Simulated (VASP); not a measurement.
# Ru (Fm-3m) in VASP: further runs

Ru is run at these levels: PBE; tasks: single point.

Program: VASP 6.6.1. These are calculated values, not measurements. Logs are shortened: lines on timing, memory, paths and dates and some standing lists are left out, and cuts for length are marked.

## (1) The cell of the first run

The structure is cubic, space group Fm-3m (No. 225). Conventional cell: a = 3.786 Å, b = 3.786 Å, c = 3.786 Å, α = 90.00°, β = 90.00°, γ = 90.00°. Ru (site symmetry m-3m) has 12 Ru at 2.68 Å within 3.5 Å.

This isn't the form of Ru at room conditions, which is hcp.

## (2) Single point, PBE

File INCAR:

```
SYSTEM = Ru
PREC = Accurate ; ENCUT = 520
EDIFF = 1E-6 ; ISMEAR = -1
SIGMA = 0.06122561905347299 ; LREAL = .False.
LASPH = .True. ; NELM = 100
ALGO = Normal ; ISIF = 2
LWAVE = .False. ; LCHARG = .True.
GGA = PE ; LELF = .True.
LVHAR = .True. ; NBANDS = 13
```

File KPOINTS:

```
regular mesh
0
Gamma
  17 17 17
  0 0 0
```

File POSCAR:

```
Ru
1.0
    0.0000000000      1.8928712005      1.8928712005
    1.8928712005      0.0000000000      1.8928712005
    1.8928712005      1.8928712005      0.0000000000
Ru
1
Direct
    0.0000000000      0.0000000000      0.0000000000
```

Potentials or basis: VASP PAW PBE potentials, release 64 (Ru_pv).

Launch:

```console
$ cat potpaw_PBE.64/Ru_pv/POTCAR > POTCAR
$ mpirun -np 1 vasp_std > vasp.out
```

OUTCAR:

```text
SYSTEM = Ru
   PREC = Accurate
   ENCUT = 520
   EDIFF = 1E-6
   ISMEAR = -1
   LREAL = .False.
   LASPH = .True.
   NELM = 100
   ISIF = 2
   GGA = PE

 ion  position               nearest neighbor table
   1  0.000  0.000  0.000-

  LATTYP: Found a face centered cubic cell.
 ALAT       =     3.7857424010

  Lattice vectors:

 A1 = (   0.0000000000,   1.8928712005,   1.8928712005)
 A2 = (   1.8928712005,   0.0000000000,   1.8928712005)
 A3 = (   1.8928712005,   1.8928712005,   0.0000000000)

Analysis of symmetry for initial positions (statically):
=====================================================================
 Subroutine PRICEL returns:
 Original cell was already a primitive cell.

 Routine SETGRP: Setting up the symmetry group for a
 face centered cubic supercell.

 Subroutine GETGRP returns: Found 48 space group operations
 (whereof 48 operations were pure point group operations)
 out of a pool of 48 trial point group operations.

The static configuration has the point symmetry O_h .

Analysis of symmetry for dynamics (positions and initial velocities):
=====================================================================
 Subroutine PRICEL returns:
 Original cell was already a primitive cell.

 Routine SETGRP: Setting up the symmetry group for a
 face centered cubic supercell.

 Subroutine GETGRP returns: Found 48 space group operations
 (whereof 48 operations were pure point group operations)
 out of a pool of 48 trial point group operations.

The dynamic configuration has the point symmetry O_h .

 Subroutine INISYM returns: Found 48 space group operations
 (whereof 48 operations are pure point group operations),
 and found     1 'primitive' translations

----------------------------------------------------------------------------------------

                                     Primitive cell

  volume of cell :      13.5642

  direct lattice vectors                    reciprocal lattice vectors
     0.000000000  1.892871200  1.892871200    -0.264148982  0.264148982  0.264148982
     1.892871200  0.000000000  1.892871200     0.264148982 -0.264148982  0.264148982
     1.892871200  1.892871200  0.000000000     0.264148982  0.264148982 -0.264148982

  length of vectors
     2.676924124  2.676924124  2.676924124     0.457519457  0.457519457  0.457519457

  position of ions in fractional coordinates (direct lattice)
[... 75 lines left out ...]
   ENCUT  =  520.0 eV  38.22 Ry    6.18 a.u.   4.98  4.98  4.98*2*pi/ulx,y,z
   NELM   =    100;   NELMIN=  2; NELMDL= -5     # of ELM steps
   EDIFF  = 0.1E-05   stopping-criterion for ELM
   LREAL  =      F    real-space projection
[... 7 lines left out ...]
   TEBEG  =    0.0;   TEEND  =   0.0 temperature during run
   PSTRESS=    0.0 pullay stress
   NELECT =      14.0000    total number of electrons
   NUPDOWN=      -1.0000    fix difference up-down
   EMIN   =  10.00;   EMAX   =-10.00  energy-range for DOS
   EFERMI =   0.00;   METHOD = LEGACY
   ISMEAR =    -1;   SIGMA  =   0.06  broadening in eV -4-tet -1-fermi 0-gaus
   EFERMI_NEDOS =   21; number of points for ismear=-14 and -15
   IALGO  =     38    algorithm
   IMIX   =      4    mixing-type and parameters
     AMIX     =   0.40;   BMIX     =  1.00
     AMIX_MAG =   1.60;   BMIX_MAG =  1.00
  volume/ion in A,a.u.               =      13.56        91.54
  Fermi-wavevector in a.u.,A,eV,Ry     =   1.654448  3.126453 37.241841  2.737198
  Thomas-Fermi vector in A             =   2.742714
   LORBIT       =      0    0 simple, 1 ext, 2 COOP (PROOUT), +10 PAW based schemes
   GGA     = PE    functional components
   LHFCALC =     F    Hartree Fock is set to
   AEXX    =    0.0000 exact exchange contribution
   IVDW    =     0    specifies the selected vdW correction
   LEPSILON=     F    determine dielectric tensor
   LRPA    =     F    only Hartree local field effects (RPA)
 non-spin polarized calculation
  energy-cutoff  :      520.00
  volume of cell :       13.56
 maximum number of plane-waves:       375
   NGX =  9   NGY =  9   NGZ =  9

 number of electron      14.0000005 magnetization

 Free energy of the ion-electron system (eV)
  ---------------------------------------------------
  ext. energy  EPLUGINS =         0.00000000
  ---------------------------------------------------
  free energy    TOTEN  =        -9.11743213 eV

  energy without entropy =       -9.10048550  energy(sigma->0) =       -9.10895881

 E-fermi :  12.7674     XC(G=0): -14.1240

 val. band max:       12.7639519910   @ k =  -0.2941   0.1765   0.0000
 cond. band min:      12.7693407224   @ k =   0.1765   0.0588   0.0000
 fundamental gap:      0.0053887314
 Fermi energy:        12.7673770761

 k-point     1 :       0.0000    0.0000    0.0000
  band No.  band energies     occupation
      1     -29.6534      2.00000
      2     -29.6534      2.00000
      3     -29.6534      2.00000
      4       4.8615      2.00000
      5      10.1903      2.00000
      6      10.1903      2.00000
      7      10.1903      2.00000
      8      12.6439      1.76522
      9      12.6439      1.76522
     10      23.3137      0.00000
     11      27.8297      0.00000
     12      33.5782      0.00000
     13      33.5782      0.00000
[... 354 lines left out ...]
  band No.  band energies     occupation
      1     -29.8647      2.00000
      2     -29.7082      2.00000
      3     -29.6716      2.00000
      4       5.7410      2.00000
      5       9.7471      2.00000
      6      10.5245      2.00000
      7      10.5654      2.00000
      8      12.2432      1.99962
      9      12.7207      1.36373
     10      23.3136      0.00000
     11      29.2336      0.00000
     12      30.8548      0.00000
     13      34.2105      0.00000

 [... further k-points ...]

------------------------ aborting loop because EDIFF is reached ----------------------------------------

  FORCE on cell =-STRESS in cart. coord.  units (eV):
  Direction    XX          YY          ZZ          XY          YZ          ZX
  --------------------------------------------------------------------------------------
  -------------------------------------------------------------------------------------
  Total        0.5440523      0.5440523      0.5440523      0.0000000      0.0000000      0.0000000
  in kB       64.2625627     64.2625627     64.2625627      0.0000000      0.0000000      0.0000000
  external PRESSURE =      64.2625627 kB  Pullay stress =       0.0000000 kB

 VOLUME and BASIS-vectors are now :
 -----------------------------------------------------------------------------
  energy-cutoff  :      520.00
  volume of cell :       13.56
      direct lattice vectors                 reciprocal lattice vectors
     0.000000000  1.892871200  1.892871200    -0.264148982  0.264148982  0.264148982
     1.892871200  0.000000000  1.892871200     0.264148982 -0.264148982  0.264148982
     1.892871200  1.892871200  0.000000000     0.264148982  0.264148982 -0.264148982

 POSITION                                       TOTAL-FORCE (eV/Angst)
 -----------------------------------------------------------------------------------
      0.00000      0.00000      0.00000         0.000000      0.000000      0.000000
 -----------------------------------------------------------------------------------
    total drift:                                0.000000     -0.000000      0.000000

  FREE ENERGIE OF THE ION-ELECTRON SYSTEM (eV)
  ---------------------------------------------------
  free  energy   TOTEN  =        -9.1174321282 eV

  energy  without entropy=       -9.1004854953  energy(sigma->0) =       -9.10895881
```

stdout:

```text
POSCAR found type information on POSCAR Ru
 POSCAR found :  1 types and       1 ions
 scaLAPACK will be used
 LDA part: xc-table for (Slater+PW92), standard interpolation
 POSCAR, INCAR and KPOINTS ok, starting setup
 FFT: planning ... GRIDC
 FFT: planning ... GRID_SOFT
 FFT: planning ... GRID
 WAVECAR not read
 entering main loop
```

Wall time 22 s (1 thread of Intel Xeon 8259CL, shared host); peak memory 0.15 GiB.

What came out:

```yaml
Free_energy: -9.1174 eV
Pressure: 6.4 GPa
Band_gap_on_the_k_mesh: zero (bands 7 and 8 overlap by 3.46 eV)
```

Caveat: the cell stands under pressure.

## (3) Single point, PBE

This run uses another cell than the first one, of 13.84 Å³/atom.

File INCAR:

```
SYSTEM = Ru
ALGO = Normal
EDIFF = 1E-6
ENCUT = 520
GGA = PE
ISIF = 2
ISMEAR = -1
LASPH = .TRUE.
LCHARG = .FALSE.
LREAL = .FALSE.
LWAVE = .FALSE.
NBANDS = 13
NELM = 60
PREC = Accurate
SIGMA = 0.06122561905347299
```

File KPOINTS:

```
k-points
0
G
  17 17 17
  0 0 0
```

File POSCAR:

```
Ru
1.0
    0.0000000000      1.9056612588      1.9056612588
    1.9056612588      0.0000000000      1.9056612588
    1.9056612588      1.9056612588      0.0000000000
Ru
1
Direct
    0.0000000000      0.0000000000      0.0000000000
```

Potentials or basis: VASP PAW PBE potentials, release 64 (Ru_pv).

Launch:

```console
$ cat potpaw_PBE.64/Ru_pv/POTCAR > POTCAR
$ mpirun -np 1 vasp_std > vasp.out
```

OUTCAR:

```text
SYSTEM = Ru
   EDIFF = 1E-6
   ENCUT = 520
   GGA = PE
   ISIF = 2
   ISMEAR = -1
   LASPH = .TRUE.
   LREAL = .FALSE.
   NELM = 60
   PREC = Accurate

 ion  position               nearest neighbor table
   1  0.000  0.000  0.000-

  LATTYP: Found a face centered cubic cell.
 ALAT       =     3.8113225176

  Lattice vectors:

 A1 = (   0.0000000000,   1.9056612588,   1.9056612588)
 A2 = (   1.9056612588,   0.0000000000,   1.9056612588)
 A3 = (   1.9056612588,   1.9056612588,   0.0000000000)

Analysis of symmetry for initial positions (statically):
=====================================================================
 Subroutine PRICEL returns:
 Original cell was already a primitive cell.

 Routine SETGRP: Setting up the symmetry group for a
 face centered cubic supercell.

 Subroutine GETGRP returns: Found 48 space group operations
 (whereof 48 operations were pure point group operations)
 out of a pool of 48 trial point group operations.

The static configuration has the point symmetry O_h .

Analysis of symmetry for dynamics (positions and initial velocities):
[... 165 lines left out ...]
      1     -30.0155      2.00000
      2     -30.0155      2.00000
      3     -30.0155      2.00000
      4       4.6159      2.00000
      5       9.9031      2.00000
      6       9.9031      2.00000
      7       9.9031      2.00000
      8      12.2807      1.76318
      9      12.2807      1.76318
     10      22.9725      0.00000
     11      27.4791      0.00000
     12      33.1148      0.00000
     13      33.1148      0.00000
[... 354 lines left out ...]
  band No.  band energies     occupation
      1     -30.2125      2.00000
      2     -30.0668      2.00000
      3     -30.0326      2.00000
      4       5.4790      2.00000
      5       9.4738      2.00000
      6      10.2284      2.00000
      7      10.2671      2.00000
      8      11.8955      1.99950
      9      12.3566      1.36549
     10      22.9724      0.00000
     11      28.8332      0.00000
     12      30.3977      0.00000
     13      33.7010      0.00000

 [... further k-points ...]

------------------------ aborting loop because EDIFF is reached ----------------------------------------

  FORCE on cell =-STRESS in cart. coord.  units (eV):
  Direction    XX          YY          ZZ          XY          YZ          ZX
  --------------------------------------------------------------------------------------
  -------------------------------------------------------------------------------------
  Total       -0.0065518     -0.0065518     -0.0065518     -0.0000000      0.0000000     -0.0000000
  in kB       -0.7584154     -0.7584154     -0.7584154     -0.0000000      0.0000000     -0.0000000
  external PRESSURE =      -0.7584154 kB  Pullay stress =       0.0000000 kB

 VOLUME and BASIS-vectors are now :
 -----------------------------------------------------------------------------
  energy-cutoff  :      520.00
  volume of cell :       13.84
      direct lattice vectors                 reciprocal lattice vectors
     0.000000000  1.905661259  1.905661259    -0.262376116  0.262376116  0.262376116
     1.905661259  0.000000000  1.905661259     0.262376116 -0.262376116  0.262376116
     1.905661259  1.905661259  0.000000000     0.262376116  0.262376116 -0.262376116

 POSITION                                       TOTAL-FORCE (eV/Angst)
 -----------------------------------------------------------------------------------
      0.00000      0.00000      0.00000        -0.000000     -0.000000     -0.000000
 -----------------------------------------------------------------------------------
    total drift:                                0.000000      0.000000      0.000000

  FREE ENERGIE OF THE ION-ELECTRON SYSTEM (eV)
  ---------------------------------------------------
  free  energy   TOTEN  =        -9.1229884256 eV

  energy  without entropy=       -9.1056632479  energy(sigma->0) =       -9.11432584
```

OSZICAR:

```text
N       E                     dE             d eps       ncg     rms          rms(c)
DAV:   1     0.103933271659E+03    0.10393E+03   -0.83945E+03  4327   0.114E+03
DAV:   2    -0.855962588756E+01   -0.11249E+03   -0.10809E+03  4695   0.321E+02
DAV:   3    -0.978993946632E+01   -0.12303E+01   -0.12240E+01  4815   0.369E+01
DAV:   4    -0.979351460328E+01   -0.35751E-02   -0.35750E-02  4710   0.214E+00
DAV:   5    -0.979353790372E+01   -0.23300E-04   -0.23301E-04  4840   0.158E-01    0.120E+01
DAV:   6    -0.916734966824E+01    0.62619E+00   -0.10178E+00  4365   0.133E+01    0.312E+00
DAV:   7    -0.912699546775E+01    0.40354E-01   -0.68497E-02  4700   0.322E+00    0.815E-01
DAV:   8    -0.912295230622E+01    0.40432E-02   -0.37261E-03  4330   0.808E-01    0.105E-01
DAV:   9    -0.912298546270E+01   -0.33156E-04   -0.48532E-05  4920   0.927E-02    0.234E-02
DAV:  10    -0.912298827017E+01   -0.28075E-05   -0.24438E-06  4455   0.178E-02    0.244E-03
DAV:  11    -0.912298842564E+01   -0.15547E-06   -0.19420E-08  2335   0.164E-03
   1 F= -.91229884E+01 E0= -.91143258E+01  d E =-.173252E-01
```

Wall time 21 s (1 thread of Intel Xeon 8259CL, shared host); peak memory 0.14 GiB.

What came out:

- Free energy: -9.1230 eV
- Pressure: -0.1 GPa
- Band gap on the k mesh: zero (bands 7 and 8 overlap by 3.34 eV)

Levels at points of the mesh, in eV from the Fermi level:
```tsv
k point	band 5	band 6	band 7	band 8	band 9	band 10
(0.00, 0.00, 0.00)	-2.50	-2.50	-2.50	-0.12	-0.12	10.57
```

## (4) Single point, PBE

This run uses another cell than the first one, of 14.12 Å³/atom.

File INCAR:

```
SYSTEM = Ru
  ALGO = Normal
  EDIFF = 1E-6
  ENCUT = 520
  GGA = PE
  ISIF = 2
  ISMEAR = -1
  LASPH = .TRUE.
  LCHARG = .FALSE.
  LREAL = .FALSE.
  LWAVE = .FALSE.
  NBANDS = 13
  NELM = 80
  PREC = Accurate
  SIGMA = 0.06122561905347299
```

KPOINTS is that of step 3.

File POSCAR:

```
Ru
1.0
    0.0000000000      1.9182818998      1.9182818998
    1.9182818998      0.0000000000      1.9182818998
    1.9182818998      1.9182818998      0.0000000000
Ru
1
Direct
    0.0000000000      0.0000000000      0.0000000000
```

Potentials or basis: VASP PAW PBE potentials, release 64 (Ru_pv).

Launch:

```console
$ cat potpaw_PBE.64/Ru_pv/POTCAR > POTCAR
$ mpirun -np 1 vasp_std > vasp.out
```

OUTCAR:

```text
SYSTEM = Ru
   EDIFF = 1E-6
   ENCUT = 520
   GGA = PE
   ISIF = 2
   ISMEAR = -1
   LASPH = .TRUE.
   LREAL = .FALSE.
   NELM = 80
   PREC = Accurate

 ion  position               nearest neighbor table
   1  0.000  0.000  0.000-

  LATTYP: Found a face centered cubic cell.
 ALAT       =     3.8365637996

  Lattice vectors:

 A1 = (   0.0000000000,   1.9182818998,   1.9182818998)
 A2 = (   1.9182818998,   0.0000000000,   1.9182818998)
[... 562 lines left out ...]
     13      33.2059      0.00000

 [... further k-points ...]

------------------------ aborting loop because EDIFF is reached ----------------------------------------

  FORCE on cell =-STRESS in cart. coord.  units (eV):
  Direction    XX          YY          ZZ          XY          YZ          ZX
  --------------------------------------------------------------------------------------
  -------------------------------------------------------------------------------------
  Total       -0.5156832     -0.5156832     -0.5156832      0.0000000      0.0000000     -0.0000000
  in kB      -58.5229573    -58.5229573    -58.5229573      0.0000000      0.0000000     -0.0000000
  external PRESSURE =     -58.5229573 kB  Pullay stress =       0.0000000 kB

 VOLUME and BASIS-vectors are now :
 -----------------------------------------------------------------------------
  energy-cutoff  :      520.00
  volume of cell :       14.12
      direct lattice vectors                 reciprocal lattice vectors
     0.000000000  1.918281900  1.918281900    -0.260649908  0.260649908  0.260649908
     1.918281900  0.000000000  1.918281900     0.260649908 -0.260649908  0.260649908
     1.918281900  1.918281900  0.000000000     0.260649908  0.260649908 -0.260649908

 POSITION                                       TOTAL-FORCE (eV/Angst)
 -----------------------------------------------------------------------------------
      0.00000      0.00000      0.00000         0.000000      0.000000      0.000000
 -----------------------------------------------------------------------------------
    total drift:                                0.000000     -0.000000      0.000000

  FREE ENERGIE OF THE ION-ELECTRON SYSTEM (eV)
  ---------------------------------------------------
  free  energy   TOTEN  =        -9.1179448405 eV

  energy  without entropy=       -9.1002290574  energy(sigma->0) =       -9.10908695
```

Run time: 24 s. Hardware: 1 thread of Intel Xeon 8259CL, shared host; peak memory 0.14 GiB.

What came out:

- Free energy: -9.1179 eV
- Pressure: -5.9 GPa
- Band gap on the k mesh: zero (bands 7 and 8 overlap by 3.24 eV)

Caveat: the cell stands under tension.

## (5) Single point, PBE

This run uses another cell than the first one, of 14.39 Å³/atom.

File INCAR:

```
SYSTEM = Ru
ALGO = Normal
EDIFF = 1E-6
ENCUT = 520
GGA = PE
ISIF = 2
ISMEAR = -1
LASPH = .TRUE.
LCHARG = .TRUE.
LELF = .TRUE.
LREAL = .FALSE.
LVHAR = .TRUE.
LWAVE = .FALSE.
NBANDS = 13
NELM = 100
PREC = Accurate
SIGMA = 0.06122561905347299
```

KPOINTS is that of step 4.

File POSCAR:

```
Ru
1.0
    0.0000000000      1.9307386248      1.9307386248
    1.9307386248      0.0000000000      1.9307386248
    1.9307386248      1.9307386248      0.0000000000
Ru
1
Direct
    0.0000000000      0.0000000000      0.0000000000
```

Launch:

```console
$ cat potpaw_PBE.64/Ru_pv/POTCAR > POTCAR
$ mpirun -np 1 vasp_std > vasp.out
```

It took 28 s on 1 thread of Intel Xeon 8259CL, shared host; peak memory 0.15 GiB.

It converged, with:

| Quantity | Value |
| --- | --- |
| Free energy | -9.1035 eV |
| Pressure | -11.0 GPa |
| Band gap on the k mesh | zero (bands 7 and 8 overlap by 3.13 eV) |

Levels at points of the mesh, in eV from the Fermi level:
| k point | band 4 | band 5 | band 6 | band 7 | band 8 | band 9 | band 10 | band 11 |
| --- | --- | --- | --- | --- | --- | --- | --- | --- |
| (0.00, 0.00, 0.00) | -7.56 | -2.36 | -2.36 | -2.36 | -0.12 | -0.12 | 10.62 | 15.09 |

Caveat: the cell stands under tension.

[end of part 1 of 2]
